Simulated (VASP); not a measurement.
Si2BiTe5:

```
Si Bi Te
1.0
     4.05000    0.00000    0.00000
    -2.02500    3.50740    0.00000
     0.00000    0.00000   15.70000
Si Bi Te
2 1 5
Direct
  0.00000 0.00000 0.72000
  0.33333 0.66667 0.09500
  0.00000 0.00000 0.33000
  0.66667 0.33333 0.62000
  0.33333 0.66667 0.82000
  0.00000 0.00000 0.00000
  0.66667 0.33333 0.20500
  0.33333 0.66667 0.44300
```

```yaml
Program: VASP 6.6.1
Task: relaxation of cell and atoms
Functional: PBE
Potentials_or_basis: VASP PAW PBE potentials, release 64 (Si, Bi_d, Te)
Cutoff: 600 eV
k_mesh: 5 × 5 × 1
Occupations: gaussian, width 0.2 eV
Spin: no spin polarisation
```

At the start: pressure 3.2 GPa; volume 27.88 Å³/atom.

**Question.** Where does the relaxation end?

**Answer.** Over 10 steps the energy falls by 53.5 meV/atom and the volume is 29.42 Å³/atom (+5.6 %); space group P3m1 (No. 156, to 0.05 Å).

The path:
| step | energy change (eV) | largest force (eV/Å) | pressure (GPa) | volume (Å³) |
| --- | --- | --- | --- | --- |
| 1 | 0.0000 | 1.3499 | 3.20 | 223.02 |
| 2 | -0.1995 | 0.5587 | -1.68 | 241.47 |
| 3 | -0.2138 | 0.6674 | -0.80 | 237.42 |
| 4 | -0.2968 | 0.4844 | -0.52 | 235.87 |
| 5 | -0.3895 | 0.3247 | 0.42 | 232.12 |
| 6 | -0.4157 | 0.2288 | -0.17 | 235.05 |
| 7 | -0.4191 | 0.2149 | -0.44 | 236.52 |
| 8 | -0.4239 | 0.1303 | 0.36 | 234.19 |
| 9 | -0.4260 | 0.1089 | 0.08 | 235.01 |
| 10 | -0.4282 | 0.0637 | 0.05 | 235.40 |

Final structure:
```cif
data_structure
_symmetry_space_group_name_H-M 'P 1'
_symmetry_Int_Tables_number 1
_cell_length_a 4.0167
_cell_length_b 4.0167
_cell_length_c 16.8475
_cell_angle_alpha 90.000
_cell_angle_beta 90.000
_cell_angle_gamma 120.000
_cell_volume 235.40
loop_
_atom_site_label
_atom_site_type_symbol
_atom_site_fract_x
_atom_site_fract_y
_atom_site_fract_z
_atom_site_occupancy
Si1 Si 0.00000 0.00000 0.72012 1
Si2 Si 0.33333 0.66667 0.09175 1
Bi1 Bi 0.00000 0.00000 0.33719 1
Te1 Te 0.66667 0.33333 0.62665 1
Te2 Te 0.33333 0.66667 0.81032 1
Te3 Te 0.00000 0.00000 0.00446 1
Te4 Te 0.66667 0.33333 0.19051 1
Te5 Te 0.33333 0.66667 0.45201 1
```

Caveat: the k points lie up to 0.37 Å⁻¹ apart in the final cell; this functional lacks dispersion, which binds the layers, so the pressure and a relaxed spacing across them are unreliable; the relaxation stopped at a loose force limit of 0.08 eV/Å, so its end isn't a converged minimum.
